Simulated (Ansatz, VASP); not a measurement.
**One calculation of Be3F2, two programs**

Contents of INCAR:

```
SYSTEM = Be3F2
ALGO = Normal
EDIFF = 1E-7
EDIFFG = -0.01
ENCUT = 600
GGA = PE
IBRION = 2
ISIF = 3
ISMEAR = 0
LASPH = .TRUE.
LCHARG = .FALSE.
LREAL = .FALSE.
LWAVE = .FALSE.
NELM = 100
NSW = 100
PREC = Accurate
SIGMA = 0.02
```

File KPOINTS:

```
k-points
0
G
  12 12 6
  0 0 0
```

POSCAR

```
Be3F2
1.0
    4.0469373772      0.0000000000      0.0000000000
   -2.0234686886      3.5047505762      0.0000000000
    0.0000000000      0.0000000000      5.7792391505
Be F
3 2
Direct
    0.5000000000      0.0000000000      0.0000000000
    0.0000000000      0.5000000000      0.0000000000
    0.5000000000      0.5000000000      0.0000000000
    0.0000000000      0.0000000000      0.1990982083
    0.0000000000      0.0000000000      0.8009017917
```

Input for Ansatz:

```yaml
crystal:
  lattice:
    - [4.0469373772, 0.0, 0.0]
    - [-2.0234686886, 3.5047505762, 0.0]
    - [0.0, 0.0, 5.7792391505]
  atoms:
    - { symbol: Be, position: [0.5, 0.0, 0.0] }
    - { symbol: Be, position: [0.0, 0.5, 0.0] }
    - { symbol: Be, position: [0.5, 0.5, 0.0] }
    - { symbol: F, position: [0.0, 0.0, 0.1990982083] }
    - { symbol: F, position: [0.0, 0.0, 0.8009017917] }
basis:
  ecutwfc: 420
kpoints:
  mp_grid: { grid: [12, 12, 6] }
hamiltonian:
  xc: pbe
scf:
  occupations: { method: gaussian, width: 0.02 }
output:
  forces: true
  stress: true
  eigenvalues: true
  write_density: true
  write_potential: true
  elf: true
  volumetric_format: npy
relax:
  adjacent_minimum: "off"
  f_tol: 0.01
  max_steps: 80
  cell: { stress_tol: 0.05 }
```

Alike in both runs: task relaxation of cell and atoms; functional PBE; k mesh 12 × 12 × 6; occupations gaussian, width 0.02 eV; no spin polarisation.

|  | VASP | Ansatz |
| --- | --- | --- |
| version | VASP 6.6.1 | Ansatz 0.2.0 |
| potentials or method | VASP PAW PBE potentials, release 64 (Be, F), cutoff 600 eV | scalar-relativistic, plane waves, PAW |
| valence electrons in the cell | 20 | 20 |

|  | VASP | Ansatz | Ansatz less VASP |
| --- | --- | --- | --- |
| gap on the k mesh at the Fermi level, each at its own relaxed structure (eV) | 1.41 | 1.47 | +0.055 |
| relaxed volume (Å³/atom) | 16.37 | 17.57 | +1.200 |
| relaxed length of the cell vector where the two differ most in proportion (Å) | 5.780 | 6.193 | +0.4132 |

One of these differences is far larger than is usual between the two programs; its cause wasn't traced. Ansatz's warnings: xc potential rough in thin density.
